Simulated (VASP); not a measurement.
Crystal: PbS.

```xyz
4
Lattice="5.9556 0.0000 0.0000 0.0000 2.9685 2.9685 0.0000 -2.9685 2.9685" Properties=species:S:1:pos:R:3 pbc="T T T"
Pb    4.4661   -1.4843    3.0310
Pb    1.4895    1.4843    3.0310
S     4.4647    1.4843    3.0308
S     1.4909   -1.4843    3.0308
```

Base run:

```yaml
Program: VASP 6.6.1
Functional: PBE
Potentials_or_basis: VASP PAW PBE potentials, release 64 (Pb_d, S)
Cutoff: 520 eV
k_mesh: 4 × 4 × 4
Occupations: gaussian, width 0.01 eV
Spin: no spin polarisation
```

Its results: band gap on the k mesh 0.38 eV; pressure 1.9 GPa.

Problem. The run is repeated on the same cell with these changes: functional from PBE to HSE06; cutoff from 520 eV to 400 eV; k mesh from 4 × 4 × 4 to 2 × 4 × 4. What comes out?

Solution. Band gap on the k mesh 0.84 eV; pressure 1.8 GPa.

Several settings changed at once.

Caveats: some runs use coarse meshes; spin-orbit coupling is left out, which moves the levels of the heavy elements; the PAW data sets were made with another functional, which shifts forces and pressure a little (at least some runs).

A k mesh can miss the band edges.
